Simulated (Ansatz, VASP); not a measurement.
## Two plane-wave programs on CaPtCl6

```
CELL_PARAMETERS angstrom
0.00000 5.07905 5.07905
5.07905 0.00000 5.07905
5.07905 5.07905 0.00000
ATOMIC_POSITIONS crystal
Ca 0.50000 0.50000 0.50000
Pt 0.00000 0.00000 0.00000
Cl 0.76967 0.23033 0.23033
Cl 0.23033 0.76967 0.76967
Cl 0.23033 0.76967 0.23033
Cl 0.76967 0.23033 0.76967
Cl 0.23033 0.23033 0.76967
Cl 0.76967 0.76967 0.23033
```

Alike in both runs: functional PBE; k mesh 4 × 4 × 4; occupations gaussian, width 0.1 eV; no spin polarisation.

Ansatz relaxed the structure, and its values are those at the end. VASP's run is a single point on that final structure, the one shown.

|  | VASP | Ansatz |
| --- | --- | --- |
| version | VASP 6.6.1 | Ansatz 0.2.0 |
| potentials or method | VASP PAW PBE potentials, release 64 (Ca_sv, Pt, Cl), cutoff 520 eV | scalar-relativistic, plane waves, PAW |
| valence electrons in the cell | 62 | 70 |

```tsv
	VASP	Ansatz	Ansatz less VASP
gap on the k mesh at the Fermi level (eV)	1.16	1.15	-0.006
least direct gap on the mesh (eV)	1.16	1.15	-0.006
pressure (GPa)	-0.1	0.0	+0.12
rms of the force components (eV/Å)	0.026	0.004	-0.0225
```

VASP's potentials hold 62 valence electrons a cell and Ansatz's 70, so a difference there can come from the potentials and not from the codes.

Neither program's run includes spin-orbit coupling.
